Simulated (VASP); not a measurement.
# Be3Se2O (P6/mmm) in VASP: further runs, part 2 of 2

VASP 6.6.1.

## Step 4: Single point, PBE, collinear spin, ferromagnetic start

This run uses another cell than the first one, of 15.61 Å³/atom.

INCAR

```
SYSTEM = Be3Se2O
PREC = Accurate
ENCUT = 520
EDIFF = 1E-7
ISMEAR = 0
SIGMA = 0.1
LREAL = .FALSE.
LASPH = .TRUE.
NELM = 150
ALGO = Normal
ISIF = 2
LWAVE = .FALSE.
LCHARG = .FALSE.
ISPIN = 2
MAGMOM = 0 0 0 0 0 1
LORBIT = 11
GGA = PE
NBANDS = 25
```

KPOINTS

```
Automatic mesh
0
G
  6 6 6
  0 0 0
```

POSCAR

```
Be3Se2O
1.0
    5.8161247543      0.0000000000      0.0000000000
   -2.9080623772      5.0369117888      0.0000000000
    0.0000000000      0.0000000000      3.1960853673
Be Se O
3 2 1
Direct
    0.0000000000      0.5000000000      0.0000000000
    0.5000000000      0.0000000000      0.0000000000
    0.5000000000      0.5000000000      0.0000000000
    0.3333333333      0.6666666667      0.5000000000
    0.6666666667      0.3333333333      0.5000000000
    0.0000000000      0.0000000000      0.5000000000
```

Potentials or basis: VASP PAW PBE potentials, release 64 (Be, Se, O).

Launch:

```console
$ cat potpaw_PBE.64/Be/POTCAR potpaw_PBE.64/Se/POTCAR potpaw_PBE.64/O/POTCAR > POTCAR
$ mpirun -np 1 vasp_std > vasp.out
```

OUTCAR:

```text
SYSTEM = Be3Se2O
   PREC = Accurate
   ENCUT = 520
   EDIFF = 1E-7
   ISMEAR = 0
   LREAL = .FALSE.
   LASPH = .TRUE.
   NELM = 150
   ISIF = 2
   ISPIN = 2
   LORBIT = 11
   GGA = PE

 ion  position               nearest neighbor table
   1  0.000  0.500  0.000-   4 2.32   5 2.32   4 2.32   5 2.32
   2  0.500  0.000  0.000-   4 2.32   5 2.32   4 2.32   5 2.32
   3  0.500  0.500  0.000-   4 2.32   5 2.32   4 2.32   5 2.32
   4  0.333  0.667  0.500-   1 2.32   1 2.32   2 2.32   2 2.32   3 2.32   3 2.32
   5  0.667  0.333  0.500-   1 2.32   1 2.32   2 2.32   2 2.32   3 2.32   3 2.32
   6  0.000  0.000  0.500-

  LATTYP: Found a hexagonal cell.
 ALAT       =     5.8161247543
 C/A-ratio  =     0.5495214601

  Lattice vectors:

 A1 = (   5.8161247543,   0.0000000000,   0.0000000000)
 A2 = (  -2.9080623772,   5.0369117888,   0.0000000000)
 A3 = (   0.0000000000,   0.0000000000,   3.1960853673)

Analysis of symmetry for initial positions (statically):
[... 1517 lines left out ...]
  Total       -0.4827812     -0.4827812     -0.5899799      0.0000000     -0.0000000     -0.0000000
  in kB       -8.2612256     -8.2612256    -10.0955828      0.0000000     -0.0000000     -0.0000000
  external PRESSURE =      -8.8726780 kB  Pullay stress =       0.0000000 kB

 VOLUME and BASIS-vectors are now :
 -----------------------------------------------------------------------------
  energy-cutoff  :      520.00
  volume of cell :       93.63
      direct lattice vectors                 reciprocal lattice vectors
     5.816124754  0.000000000  0.000000000     0.171935789  0.099267174  0.000000000
    -2.908062377  5.036911789  0.000000000     0.000000000  0.198534348  0.000000000
     0.000000000  0.000000000  3.196085367     0.000000000  0.000000000  0.312882757

 POSITION                                       TOTAL-FORCE (eV/Angst)
 -----------------------------------------------------------------------------------
     -1.45403      2.51846      0.00000         0.000000      0.000000     -0.000000
      2.90806      0.00000      0.00000         0.000000      0.000000     -0.000000
      1.45403      2.51846      0.00000         0.000000      0.000000     -0.000000
     -0.00000      3.35794      1.59804        -0.000000      0.000000     -0.000000
      2.90806      1.67897      1.59804        -0.000000     -0.000000      0.000000
      0.00000      0.00000      1.59804         0.000000      0.000000     -0.000000
 -----------------------------------------------------------------------------------
    total drift:                               -0.000000      0.000000     -0.000000

  FREE ENERGIE OF THE ION-ELECTRON SYSTEM (eV)
  ---------------------------------------------------
  free  energy   TOTEN  =       -20.2073245856 eV

  energy  without entropy=      -20.1914973056  energy(sigma->0) =      -20.19941095

 total charge

# of ion       s       p       d       tot
------------------------------------------
    1        0.354   0.446   0.000   0.800
    2        0.354   0.446   0.000   0.800
    3        0.354   0.446   0.000   0.800
    4        1.443   2.481   0.063   3.987
    5        1.443   2.481   0.063   3.987
    6        1.596   3.107   0.000   4.703
--------------------------------------------------
tot          5.544   9.405   0.126  15.076

 magnetization (x)

# of ion       s       p       d       tot
------------------------------------------
    1        0.000   0.000   0.000   0.000
    2        0.000   0.000   0.000   0.000
    3        0.000   0.000   0.000   0.000
    4       -0.000  -0.000   0.000  -0.000
    5       -0.000  -0.000   0.000  -0.000
    6       -0.000  -0.000   0.000  -0.000
--------------------------------------------------
tot          0.000  -0.000   0.000  -0.000
```

stdout:

```text
POSCAR found type information on POSCAR BeSeO
 POSCAR found :  3 types and       6 ions
 scaLAPACK will be used
 LDA part: xc-table for (Slater+PW92), standard interpolation
 POSCAR, INCAR and KPOINTS ok, starting setup
 FFT: planning ... GRIDC
 FFT: planning ... GRID_SOFT
 FFT: planning ... GRID
 WAVECAR not read
 entering main loop
```

Wall time 74 s (1 thread of Intel Xeon 6975P-C (Granite Rapids), shared host); peak memory 0.32 GiB.

What came out:

| Property | Result |
| --- | --- |
| Free energy | -20.2073 eV |
| Pressure | -0.9 GPa |
| Band gap on the k mesh | zero (filled and empty bands overlap) |
| Net moment | 0.00 μB per cell |
| Valence electrons inside the program's atomic spheres | Be 0.80; Se 3.99; O 4.70 |

Caveat: semilocal functionals underestimate gaps, so a narrow gap can read as zero.

## Step 5: Single point, PBE, collinear spin, ferromagnetic start

This run uses another cell than the first one, of 15.61 Å³/atom.

INCAR

```
SYSTEM = Be3Se2O
PREC = Accurate
ENCUT = 520
EDIFF = 1E-6
ISMEAR = 0
SIGMA = 0.1
LREAL = .False.
LASPH = .True.
NELM = 150
ALGO = Normal
ISIF = 2
LWAVE = .False.
LCHARG = .False.
ISPIN = 2
MAGMOM = 0 0 0 0 0 1.07
LORBIT = 11
GGA = PE
NBANDS = 25
```

KPOINTS

```
Automatic mesh
0
Gamma
  6 6 12
  0 0 0
```

POSCAR: that of step 4 with these lines changed.

```diff
@@ -2,5 +2,5 @@
 1.0
-    5.8161247543      0.0000000000      0.0000000000
-   -2.9080623772      5.0369117888      0.0000000000
-    0.0000000000      0.0000000000      3.1960853673
+    5.8140008210      0.0000000000      0.0000000000
+   -2.9070004105      5.0350724086      0.0000000000
+    0.0000000000      0.0000000000      3.1987201739
 Be Se O
```

Launch:

```console
$ cat potpaw_PBE.64/Be/POTCAR potpaw_PBE.64/Se/POTCAR potpaw_PBE.64/O/POTCAR > POTCAR
$ mpirun -np 1 vasp_std > vasp.out
```

Run time: 2.2 min. Hardware: 1 thread of Intel Xeon 6975P-C (Granite Rapids), shared host; peak memory 0.38 GiB.

Results (log left out):

```yaml
Free_energy: -20.2211 eV
Pressure: -0.8 GPa
Band_gap_on_the_k_mesh: zero (filled and empty bands overlap)
Net_moment: 0.00 μB per cell
Valence_electrons_inside_the_program's_atomic_spheres: Be 0.80; Se 3.98; O 4.70
```

Stress tensor (GPa, compression positive):
```
-0.73  0.00  0.00
 0.00 -0.73  0.00
 0.00  0.00 -0.81
```

Levels at points of the mesh, in eV from the Fermi level:
Spin up:
```
           k point  band 10  band 11  band 12  band 13  band 14  band 15
(0.00, 0.00, 0.00)    -0.34    -0.34     0.20     1.32     3.22     3.74
(0.50, 0.00, 0.00)    -0.72    -0.60     0.16     1.34     2.50     2.81
(0.00, 0.00, 0.50)    -1.23    -0.17    -0.17     0.25     0.25     0.41
(0.50, 0.00, 0.50)    -1.28    -0.93    -0.22    -0.16     0.30     1.58
```
Spin down:
```tsv
k point	band 10	band 11	band 12	band 13	band 14	band 15
(0.00, 0.00, 0.00)	-0.34	-0.34	0.20	1.32	3.22	3.74
(0.50, 0.00, 0.00)	-0.72	-0.60	0.16	1.34	2.50	2.81
(0.00, 0.00, 0.50)	-1.23	-0.17	-0.17	0.25	0.25	0.41
(0.50, 0.00, 0.50)	-1.28	-0.93	-0.22	-0.16	0.30	1.58
```

Caveat: semilocal functionals underestimate gaps, so a narrow gap can read as zero.

## Step 6: Summary

| spin | cell | k mesh | gap on the mesh (eV) | pressure (GPa) | moment (μB) |
| --- | --- | --- | --- | --- | --- |
| off | a = 5.528, b = 5.528, c = 3.207 Å, angles 90.0, 90.0, 120.0°, 6 atoms | 6 × 6 × 6 | none | 5.2 | - |
| collinear, ferromagnetic start | a = 5.528, b = 5.528, c = 3.207 Å, angles 90.0, 90.0, 120.0°, 6 atoms | 6 × 6 × 6 | none | 5.3 | 0.00 |
| collinear, ferromagnetic start | a = 5.816, b = 5.816, c = 3.196 Å, angles 90.0, 90.0, 120.0°, 6 atoms | 6 × 6 × 6 | none | -0.9 | 0.00 |
| collinear, ferromagnetic start | a = 5.814, b = 5.814, c = 3.199 Å, angles 90.0, 90.0, 120.0°, 6 atoms | 6 × 6 × 12 | none | -0.8 | 0.00 |

Alike in all rows: task single point; level PBE; potentials or basis VASP PAW PBE potentials, release 64 (Be, Se, O); cutoff (eV) 520; smearing gaussian 0.1 eV.

Caveats: semilocal functionals underestimate gaps, so a narrow gap can read as zero; the cell stands under pressure (at least some runs).

Total energies depend on the potentials used, so only differences within one code and one set of settings carry meaning.
